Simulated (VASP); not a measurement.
Wanted: the native input for a VASP 6.6.1 run.

```yaml
Task: electric field gradients
Functional: PBEsol
Potentials_or_basis: VASP PAW PBE potentials, release 64 (Cu)
Cutoff: 520 eV
k_mesh: 19 × 19 × 19
Occupations: fermi-dirac, width 0.08 eV
Spin: no spin polarisation
Dipole_correction: no
Further_INCAR_settings: ALGO = Normal; EDIFF = 1e-08; NBANDS = 12
```

The structure of Cu lies in POSCAR:

```
Cu
1.0
    0.0180750000      1.8165375000      1.8165375000
    1.8165375000      0.0180750000      1.8165375000
    1.8165375000      1.8165375000      0.0180750000
Cu
1
Direct
    0.0000000000      0.0000000000      0.0000000000
```

This cell differs from its parent crystal: equal xy, yz and zx shear strains of +1 %.

One way to write it, as run:

INCAR

```
PREC = Accurate ; ENCUT = 520
EDIFF = 1E-8 ; ISMEAR = -1
SIGMA = 0.08 ; LREAL = F
LASPH = T ; NELM = 60
ALGO = Normal ; ISIF = 2
LWAVE = F ; LCHARG = F
GGA = PS ; LEFG = T
NBANDS = 12
```

KPOINTS

```
Automatic mesh
0
Gamma
  19 19 19
```

Potentials or basis: VASP PAW PBE potentials, release 64 (Cu).

Command:

```sh
$ cat potpaw_PBE.64/Cu/POTCAR > POTCAR
$ mpirun -np 1 vasp_std > vasp.out
```

It gave:

- Pressure: -5.8 GPa

Caveat: the cell differs from its parent crystal (equal xy, yz and zx shear strains of +1 %); without QUAD_EFG the Cq values of the log hold for a quadrupole moment of 1 mb, not for the nuclei; the PAW data sets were made with another functional, which shifts forces and pressure a little.

It took 41 s on 1 thread of Intel(R) Xeon(R) 6975P-C (Granite Rapids), with other jobs on the host, peak memory 0.2 GiB.
